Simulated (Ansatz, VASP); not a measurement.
# BN in VASP and in Ansatz

```
B N
1.0
     2.52903    0.00000    0.00000
    -1.26452    2.19021    0.00000
     0.00000    0.00000    6.66120
B N
2 2
Cartesian
  0.0000 1.4601 1.6653
  1.2645 0.7301 4.9959
  0.0000 1.4601 4.9959
  1.2645 0.7301 1.6653
```

Change from the starting cell: equal xx and yy strain of +1 %.

Alike in both runs: task single point; functional PBE; k mesh 11 × 11 × 4; occupations fermi-dirac, width 0.02 eV; no spin polarisation.

```csv
,VASP,Ansatz
version,VASP 6.6.1,Ansatz 0.2.0
potentials or method,"VASP PAW PBE potentials, release 64 (B, N), cutoff 520 eV","all-electron LAPW, scalar-relativistic"
```

Ansatz gave:

- gap on the k mesh at the Fermi level (eV): 4.28
- pressure (GPa): -3.7
- traceless stress, the component that is largest in VASP (GPa): 6.44

Task: Estimate VASP's values.

Result: gap on the k mesh at the Fermi level (eV): 4.28; pressure (GPa): -3.6; traceless stress, the component that is largest in VASP (GPa): 6.20.

Ansatz ran all-electron here, and VASP with PAW potentials.
